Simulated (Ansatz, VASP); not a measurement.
## One calculation of CdSe, two programs

Contents of INCAR:

```
  PREC = Accurate
  ENCUT = 520
  EDIFF = 1E-6
  ISMEAR = 0
  SIGMA = 0.02
  LREAL = False
  LASPH = True
  NELM = 60
  ALGO = Normal
  ISIF = 2
  LWAVE = False
  LCHARG = False
  GGA = PE
  NBANDS = 16
```

File KPOINTS:

```
regular mesh
0
Gamma
  10 10 10
```

POSCAR

```
CdSe
1.0
    0.0000000000      3.0702711986      3.0702711986
    3.0702711986      0.0000000000      3.0702711986
    3.0702711986      3.0702711986      0.0000000000
Cd Se
1 1
Direct
    0.0000000000      0.0000000000      0.0000000000
    0.7500000000      0.7500000000      0.7500000000
```

Input for Ansatz:

```yaml
crystal:
  lattice:
    - [0.0, 3.0702711986, 3.0702711986]
    - [3.0702711986, 0.0, 3.0702711986]
    - [3.0702711986, 3.0702711986, 0.0]
  atoms:
    - { symbol: Cd, position: [0.0, 0.0, 0.0] }
    - { symbol: Se, position: [0.75, 0.75, 0.75] }
basis:
  ecutwfc: 420
kpoints:
  mp_grid: { grid: [10, 10, 10] }
hamiltonian:
  xc: pbe
scf:
  occupations: { method: gaussian, width: 0.02 }
output:
  forces: true
  stress: true
  eigenvalues: true
  populations: true
```

Alike in both runs: task single point; functional PBE; k mesh 10 × 10 × 10; occupations gaussian, width 0.02 eV; no spin polarisation.

|  | VASP | Ansatz |
| --- | --- | --- |
| version | VASP 6.6.1 | Ansatz 0.2.0 |
| potentials or method | VASP PAW PBE potentials, release 64 (Cd, Se), cutoff 520 eV | scalar-relativistic, plane waves, PAW |
| valence electrons in the cell | 18 | 36 |

```tsv
	VASP	Ansatz	Ansatz less VASP
gap on the k mesh at the Fermi level (eV)	0.55	0.55	+0.001
least direct gap on the mesh (eV)	0.55	0.55	+0.001
pressure (GPa)	1.6	1.3	-0.29
```

With one functional, cell and mesh, what is left measures potentials, basis and numerics. VASP's potentials hold 18 valence electrons a cell and Ansatz's 36, so a difference there can come from the potentials and not from the codes.
